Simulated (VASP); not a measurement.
# Si (a cell with a defect) in VASP: relaxation of the atoms with PBE

Aim: the relaxation of the atoms of Si (a cell with a defect) with PBE.

Program: VASP 6.6.1. These are calculated values, not measurements. Logs are shortened: lines on timing, memory, paths and dates and some standing lists are left out, and cuts for length are marked.

## Step 1: The cell of the first run

The cell holds a defect, 17 atoms: a = 7.679 Å, b = 7.679 Å, c = 7.679 Å, α = 60.00°, β = 60.00°, γ = 60.00°.

## Step 2: Relaxation of the atoms, PBE

Contents of INCAR:

```
SYSTEM = Si
PREC = Accurate
ENCUT = 520
EDIFF = 1E-6
ISMEAR = 0
SIGMA = 0.02
LREAL = Auto
LASPH = .True.
NELM = 100
ALGO = Normal
ISIF = 2
LWAVE = .False.
LCHARG = .False.
GGA = PE
IBRION = 2
NSW = 80
EDIFFG = -0.03
```

Contents of KPOINTS:

```
Automatic mesh
0
Gamma
  2 2 2
  0 0 0
```

Contents of POSCAR:

```
Si
1.0
    0.0000000000      5.4300000000      5.4300000000
    5.4300000000      0.0000000000      5.4300000000
    5.4300000000      5.4300000000      0.0000000000
Si
17
Direct
    0.0000000000      0.0000000000      0.0000000000
    0.1250000000      0.1250000000      0.1250000000
    0.0000000000      0.0000000000      0.5000000000
    0.1250000000      0.1250000000      0.6250000000
    0.0000000000      0.5000000000      0.0000000000
    0.1250000000      0.6250000000      0.1250000000
    0.0000000000      0.5000000000      0.5000000000
    0.1250000000      0.6250000000      0.6250000000
    0.5000000000      0.0000000000      0.0000000000
    0.6250000000      0.1250000000      0.1250000000
    0.5000000000      0.0000000000      0.5000000000
    0.6250000000      0.1250000000      0.6250000000
    0.5000000000      0.5000000000      0.0000000000
    0.6250000000      0.6250000000      0.1250000000
    0.5000000000      0.5000000000      0.5000000000
    0.6250000000      0.6250000000      0.6250000000
    0.7612721000      0.2512922000      0.2458512000
```

Potentials or basis: VASP PAW PBE potentials, release 64 (Si).

Run with:

```console
$ cat potpaw_PBE.64/Si/POTCAR > POTCAR
$ mpirun -np 1 vasp_std > vasp.out
```

OUTCAR:

```text
SYSTEM = Si
   PREC = Accurate
   ENCUT = 520
   EDIFF = 1E-6
   ISMEAR = 0
   LREAL = Auto
   LASPH = .True.
   NELM = 100
   ISIF = 2
   GGA = PE
   IBRION = 2
   NSW = 80
   EDIFFG = -0.03

 ion  position               nearest neighbor table
   1  0.000  0.000  0.000-   2 2.35   4 2.35   6 2.35  10 2.35  17 2.70
   2  0.125  0.125  0.125-  17 2.28   3 2.35   5 2.35   9 2.35   1 2.35
   3  0.000  0.000  0.500-   2 2.35   4 2.35   8 2.35  12 2.35  17 2.68
   4  0.125  0.125  0.625-   1 2.35   3 2.35   7 2.35  11 2.35
   5  0.000  0.500  0.000-   2 2.35   6 2.35   8 2.35  14 2.35  17 2.65
   6  0.125  0.625  0.125-   1 2.35   5 2.35   7 2.35  13 2.35
   7  0.000  0.500  0.500-   4 2.35   6 2.35   8 2.35  16 2.35
   8  0.125  0.625  0.625-   3 2.35   5 2.35   7 2.35  15 2.35
   9  0.500  0.000  0.000-   2 2.35  10 2.35  12 2.35  14 2.35
  10  0.625  0.125  0.125-   1 2.35   9 2.35  11 2.35  13 2.35  17 2.40
  11  0.500  0.000  0.500-   4 2.35  10 2.35  12 2.35  16 2.35  17 2.78
  12  0.625  0.125  0.625-   3 2.35   9 2.35  11 2.35  15 2.35  17 2.38
  13  0.500  0.500  0.000-   6 2.35  10 2.35  14 2.35  16 2.35  17 2.75
  14  0.625  0.625  0.125-  17 2.34   9 2.35  13 2.35  15 2.35   5 2.35
  15  0.500  0.500  0.500-   8 2.35  12 2.35  14 2.35  16 2.35  17 2.73
  16  0.625  0.625  0.625-   7 2.35  11 2.35  13 2.35  15 2.35
  17  0.761  0.251  0.246-   2 2.28  14 2.34  12 2.38  10 2.40   5 2.65   3 2.68   1 2.70  15 2.73
                            13 2.75  11 2.78

  LATTYP: Found a face centered cubic cell.
 ALAT       =    10.8600000000

  Lattice vectors:

 A1 = (   0.0000000000,   5.4300000000,   5.4300000000)
 A2 = (   5.4300000000,   0.0000000000,   5.4300000000)
 A3 = (   5.4300000000,   5.4300000000,   0.0000000000)

Analysis of symmetry for initial positions (statically):
=====================================================================
 Subroutine PRICEL returns:
 Original cell was already a primitive cell.

 Routine SETGRP: Setting up the symmetry group for a
 face centered cubic supercell.

 Subroutine GETGRP returns: Found  1 space group operations
 (whereof  1 operations were pure point group operations)
 out of a pool of 48 trial point group operations.

The static configuration has the point symmetry C_1 .

Analysis of symmetry for dynamics (positions and initial velocities):
=====================================================================
 Subroutine PRICEL returns:
 Original cell was already a primitive cell.

 Routine SETGRP: Setting up the symmetry group for a
 face centered cubic supercell.

 Subroutine GETGRP returns: Found  1 space group operations
 (whereof  1 operations were pure point group operations)
 out of a pool of 48 trial point group operations.

The dynamic configuration has the point symmetry C_1 .

 Subroutine INISYM returns: Found  1 space group operations
 (whereof  1 operations are pure point group operations),
 and found     1 'primitive' translations

----------------------------------------------------------------------------------------

                                     Primitive cell

  volume of cell :     320.2060

  direct lattice vectors                    reciprocal lattice vectors
     0.000000000  5.430000000  5.430000000    -0.092081031  0.092081031  0.092081031
     5.430000000  0.000000000  5.430000000     0.092081031 -0.092081031  0.092081031
     5.430000000  5.430000000  0.000000000     0.092081031  0.092081031 -0.092081031

  length of vectors
     7.679179644  7.679179644  7.679179644     0.159489025  0.159489025  0.159489025

  position of ions in fractional coordinates (direct lattice)
     0.000000000  0.000000000  0.000000000
     0.125000000  0.125000000  0.125000000
     0.000000000  0.000000000  0.500000000
     0.125000000  0.125000000  0.625000000
     0.000000000  0.500000000  0.000000000
     0.125000000  0.625000000  0.125000000
[... 9 lines left out ...]
     0.625000000  0.625000000  0.625000000
     0.761272100  0.251292200  0.245851200

  ion indices of the primitive-cell ions
   primitive index   ion index
                 1           1
                 2           2
                 3           3
                 4           4
                 5           5
                 6           6
[... 9 lines left out ...]
                16          16
                17          17

----------------------------------------------------------------------------------------

 KPOINTS: Automatic mesh

Automatic generation of k-mesh.
 Grid dimensions read from file:
 generate k-points for:    2    2    2

 Generating k-lattice:

  Cartesian coordinates                     Fractional coordinates (reciprocal lattice)
    -0.046040516  0.046040516  0.046040516     0.500000000  0.000000000  0.000000000
     0.046040516 -0.046040516  0.046040516     0.000000000  0.500000000  0.000000000
     0.046040516  0.046040516 -0.046040516     0.000000000  0.000000000  0.500000000

  Length of vectors
     0.079744512  0.079744512  0.079744512

  Shift w.r.t. Gamma in fractional coordinates (k-lattice)
     0.000000000  0.000000000  0.000000000

 Subroutine IBZKPT returns following result:
 ===========================================

 Found      8 irreducible k-points:

 Following reciprocal coordinates:
            Coordinates               Weight
  0.000000  0.000000  0.000000      1.000000
  0.500000  0.000000  0.000000      1.000000
  0.000000  0.500000  0.000000      1.000000
  0.000000  0.000000  0.500000      1.000000
  0.500000  0.500000  0.500000      1.000000
  0.500000  0.500000  0.000000      1.000000
  0.000000  0.500000  0.500000      1.000000
  0.500000  0.000000  0.500000      1.000000
   k-points           NKPTS =      8   k-points in BZ     NKDIM =      8   number of bands    NBANDS=     43
   number of dos      NEDOS =    301   number of ions     NIONS =     17
   total plane-waves  NPLWV = 216000
   dimension x,y,z NGX =    60 NGY =   60 NGZ =   60
   dimension x,y,z NGXF=   120 NGYF=  120 NGZF=  120
   ions per type =              17
   NGX,Y,Z   is equivalent  to a cutoff of  12.99, 12.99, 12.99 a.u.
   NGXF,Y,Z  is equivalent  to a cutoff of  25.98, 25.98, 25.98 a.u.
 SYSTEM =  Si
   PREC   = accura    normal or accurate (medium, high low for compatibility)
   ISTART =      0    job   : 0-new  1-cont  2-samecut
   ICHARG =      2    charge: 1-file 2-atom 10-const
   ISPIN  =      1    spin polarized calculation?
   LNONCOLLINEAR =      F non collinear calculations
   LSORBIT =      F    spin-orbit coupling
   LASPH  =      T    aspherical Exc in radial PAW
   ENCUT  =  520.0 eV  38.22 Ry    6.18 a.u.  14.28 14.28 14.28*2*pi/ulx,y,z
   NELM   =    100;   NELMIN=  2; NELMDL= -5     # of ELM steps
   EDIFF  = 0.1E-05   stopping-criterion for ELM
   LREAL  =      T    real-space projection
   EDIFFG = -.3E-01   stopping-criterion for IOM
   NSW    =     80    number of steps for IOM
   IBRION =      2    ionic relax: 0-MD 1-quasi-New 2-CG
   NFREE  =      1    steps in history (QN), initial steepest desc. (CG)
   ISIF   =      2    stress and relaxation
   ISYM   =      2    0-nonsym 1-usesym 2-fastsym
   POTIM  = 0.5000    time-step for ionic-motion
   TEBEG  =    0.0;   TEEND  =   0.0 temperature during run
   PSTRESS=    0.0 pullay stress
   NELECT =      68.0000    total number of electrons
   NUPDOWN=      -1.0000    fix difference up-down
   EMIN   =  10.00;   EMAX   =-10.00  energy-range for DOS
   EFERMI =   0.00;   METHOD = LEGACY
   ISMEAR =     0;   SIGMA  =   0.02  broadening in eV -4-tet -1-fermi 0-gaus
   EFERMI_NEDOS =   21; number of points for ismear=-14 and -15
   IALGO  =     38    algorithm
   IMIX   =      4    mixing-type and parameters
     AMIX     =   0.40;   BMIX     =  1.00
     AMIX_MAG =   1.60;   BMIX_MAG =  1.00
  volume/ion in A,a.u.               =      18.84       127.11
  Fermi-wavevector in a.u.,A,eV,Ry     =   0.976715  1.845724 12.979587  0.953973
  Thomas-Fermi vector in A             =   2.107356
   LORBIT       =      0    0 simple, 1 ext, 2 COOP (PROOUT), +10 PAW based schemes
   GGA     = PE    functional components
   LHFCALC =     F    Hartree Fock is set to
   AEXX    =    0.0000 exact exchange contribution
   IVDW    =     0    specifies the selected vdW correction
   LEPSILON=     F    determine dielectric tensor
   LRPA    =     F    only Hartree local field effects (RPA)
 conjugate gradient relaxation of ions
 non-spin polarized calculation
 Gauss-broadening in eV      SIGMA  =   0.02
  energy-cutoff  :      520.00
  volume of cell :      320.21
 maximum number of plane-waves:      8646
 NGX is ok and might be reduce to    60
   NGX = 29   NGY = 29   NGZ = 29

--------------------------------------- Ionic step        1  -------------------------------------------

 number of electron      68.0000003 magnetization

 Free energy of the ion-electron system (eV)
  ---------------------------------------------------
  ext. energy  EPLUGINS =         0.00000000
  ---------------------------------------------------
  free energy    TOTEN  =       -87.83991970 eV

  energy without entropy =      -87.83609418  energy(sigma->0) =      -87.83800694

------------------------ aborting loop because EDIFF is reached ----------------------------------------

  FORCE on cell =-STRESS in cart. coord.  units (eV):
  Direction    XX          YY          ZZ          XY          YZ          ZX
  --------------------------------------------------------------------------------------
  -------------------------------------------------------------------------------------
  Total       11.6468750     11.6846440     11.7707004     -0.8802363      0.2439323     -0.5151536
  in kB       58.2761046     58.4650845     58.8956751     -4.4043353      1.2205353     -2.5776136
  external PRESSURE =      58.5456214 kB  Pullay stress =       0.0000000 kB
[... 291 lines left out ...]
  energy  without entropy=      -87.9852867872  energy(sigma->0) =      -87.98721474

--------------------------------------- Ionic step        7  -------------------------------------------

 number of electron      68.0000000 magnetization

 Free energy of the ion-electron system (eV)
  ---------------------------------------------------
  ext. energy  EPLUGINS =         0.00000000
  ---------------------------------------------------
  free energy    TOTEN  =       -87.98940656 eV

  energy without entropy =      -87.98555027  energy(sigma->0) =      -87.98747841

 E-fermi :   6.9200     XC(G=0):  -9.6742

 val. band max:        6.6864594886   @ k =   0.0000   0.0000   0.0000
 cond. band min:       6.9258838732   @ k =   0.0000   0.5000   0.5000
 fundamental gap:      0.2394243845
 Fermi energy:         6.9199618047

 k-point     1 :       0.0000    0.0000    0.0000
  band No.  band energies     occupation
      1      -6.3190      2.00000
      2      -3.7762      2.00000
      3      -3.6295      2.00000
      4      -3.6277      2.00000
      5      -3.6267      2.00000
      6      -2.8024      2.00000
[... 401 lines left out ...]
  FREE ENERGIE OF THE ION-ELECTRON SYSTEM (eV)
  ---------------------------------------------------
  free  energy   TOTEN  =       -87.9894065590 eV

  energy  without entropy=      -87.9855502689  energy(sigma->0) =      -87.98747841

 reached required accuracy - stopping structural energy minimisation
```

It took 15 min on 1 thread of Oxide Virtual Turin-like, shared host; peak memory 0.5 GiB.

What came out:

- Free energy: -87.9894 eV
- Energy gained by relaxing: 8.8 meV/atom
- Ionic steps: 7
- Pressure after relaxing: 5.3 GPa
- Largest force after relaxing: 0.029 eV/Å
- Band gap on the k mesh: zero (bands 34 and 35 overlap by 0.25 eV)

Forces on the atoms (eV/Å):
```
Si   0.009  0.018  0.015
Si   0.004  0.000  0.007
Si  -0.014 -0.009  0.010
Si  -0.001 -0.004 -0.006
Si  -0.008  0.007 -0.011
Si  -0.005 -0.007 -0.002
Si   0.002 -0.002 -0.003
Si   0.008  0.006  0.002
Si  -0.004 -0.006 -0.019
Si  -0.021 -0.013 -0.007
Si   0.007  0.000  0.009
Si   0.014  0.024 -0.004
Si   0.013  0.009  0.004
Si   0.012 -0.006  0.026
Si  -0.009 -0.011  0.000
Si  -0.009  0.006  0.002
Si   0.002 -0.011 -0.024
```

The path:
```tsv
step	energy change (eV)	largest force (eV/Å)	pressure (GPa)
1	0.0000	1.3929	5.85
2	-0.1423	0.2418	5.35
3	-0.1424	0.2720	5.34
4	-0.1480	0.1062	5.33
5	-0.1480	0.1090	5.33
6	-0.1492	0.0619	5.34
7	-0.1495	0.0292	5.34
```

Final structure:
```xyz
17
Lattice="0.0000 5.4300 5.4300 5.4300 0.0000 5.4300 5.4300 5.4300 0.0000" Properties=species:S:1:pos:R:3 pbc="T T T"
Si   10.8263    5.4316    5.4319
Si    1.3248    1.3898    1.3894
Si    8.1437    2.7491    5.4317
Si    4.0770    4.0686    1.3634
Si    8.1440    5.4311    2.7499
Si    4.0778    1.3636    4.0683
Si    5.4300    8.1446    8.1443
Si    6.7812    4.0670    4.0676
Si    5.4265    8.1545    2.7321
Si    1.3421    4.0570    4.0569
Si    8.1451    5.4306    8.1131
Si    4.0916    6.8064    4.0531
Si    8.1454    8.1124    5.4312
Si    4.0962    4.0485    6.8106
Si    5.4632    5.4301    5.4309
Si    6.7840    6.7916    6.7922
Si    2.7107    5.4420    5.4515
```

Caveat: the k points lie up to 0.50 Å⁻¹ apart.

The gap in the log of VASP goes by the Fermi energy; the results here count the filled bands.